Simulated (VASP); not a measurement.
A run of VASP 6.6.1:

The input INCAR:

```
PREC = Accurate ; ENCUT = 520
EDIFF = 1E-8 ; ISMEAR = -1
SIGMA = 0.03 ; LREAL = False
LASPH = True ; NELM = 60
ALGO = Normal ; ISIF = 2
LWAVE = False ; LCHARG = False
LEFG = True ; NBANDS = 35
```

KPOINTS

```
Automatic mesh
0
Gamma
  4 4 6
```

The input POSCAR:

```
SnO2
1.0
    4.7373500000     -0.0710602500     -0.0710602500
   -0.0710602500      4.7373500000     -0.0710602500
   -0.0477960000     -0.0477960000      3.1864000000
Sn O
2 4
Direct
    0.0000000000      0.0000000000      0.0000000000
    0.5000000000      0.5000000000      0.5000000000
    0.3056200000      0.3056200000      0.0000000000
    0.1943800000      0.8056200000      0.5000000000
    0.6943800000      0.6943800000      0.0000000000
    0.8056200000      0.1943800000      0.5000000000
```

Potentials or basis: VASP PAW LDA potentials, release 64 (Sn_d, O).

Command:

```sh
$ cat potpaw_LDA.64/Sn_d/POTCAR potpaw_LDA.64/O/POTCAR > POTCAR
$ mpirun -np 1 vasp_std > vasp.out
```

Hardware: 1 thread of Intel(R) Xeon(R) Platinum 8259CL CPU @ 2.50GHz (Skylake/Cascade Lake), on a shared host.

Problem. How long does it take, and how much memory?

Solution. It took 68 s on 1 thread of Intel(R) Xeon(R) Platinum 8259CL CPU @ 2.50GHz (Skylake/Cascade Lake), on a shared host, peak memory 0.19 GiB. Counts: scf iterations 16, k points 34.
